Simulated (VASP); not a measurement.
## Ge: single point with PBE

Crystal: Ge.

```xyz
1
Lattice="2.7290 0.0000 0.0000 0.0000 2.7290 0.0000 0.0000 0.0000 2.7290" Properties=species:S:1:pos:R:3 pbc="T T T"
Ge    0.0000    0.0000    0.0000
```

This isn't the form of Ge at room conditions, which is diamond.

```json
{"Program": "VASP 6.6.1", "Task": "single point", "Functional": "PBE", "Potentials or basis": "VASP PAW PBE potentials, release 64 (Ge_d)", "Cutoff": "520 eV", "k mesh": "40 × 40 × 40", "Occupations": "fermi-dirac, width 0.0612256 eV", "Spin": "no spin polarisation", "Dipole correction": "no", "Further INCAR settings": "ALGO = Normal; EDIFF = 1e-06; NBANDS = 13"}
```

```yaml
Pressure: -1.4 GPa
Band_gap_on_the_k_mesh: zero (bands 7 and 8 overlap by 8.93 eV)
```

Levels at points of the mesh, in eV from the Fermi level:
| k point | band 3 | band 4 | band 5 | band 6 | band 7 | band 8 | band 9 | band 10 | band 11 | band 12 |
| --- | --- | --- | --- | --- | --- | --- | --- | --- | --- | --- |
| (0.00, 0.00, 0.00) | -24.41 | -24.41 | -24.41 | -12.56 | 6.49 | 6.49 | 6.49 | 9.96 | 9.96 | 12.23 |
| (0.50, 0.00, 0.00) | -24.47 | -24.46 | -24.41 | -8.95 | -5.43 | 9.25 | 9.25 | 13.10 | 15.04 | 16.16 |
| (0.50, 0.50, 0.00) | -24.47 | -24.47 | -24.34 | -5.12 | -2.44 | -2.44 | 3.25 | 11.95 | 19.16 | 19.16 |
| (0.50, 0.50, 0.50) | -24.55 | -24.34 | -24.34 | -0.74 | 0.34 | 0.34 | 0.34 | 6.89 | 6.89 | 6.89 |

It took 100 s on 1 thread of Intel(R) Xeon(R) 6975P-C (Granite Rapids) (shared host), peak memory 0.49 GiB.
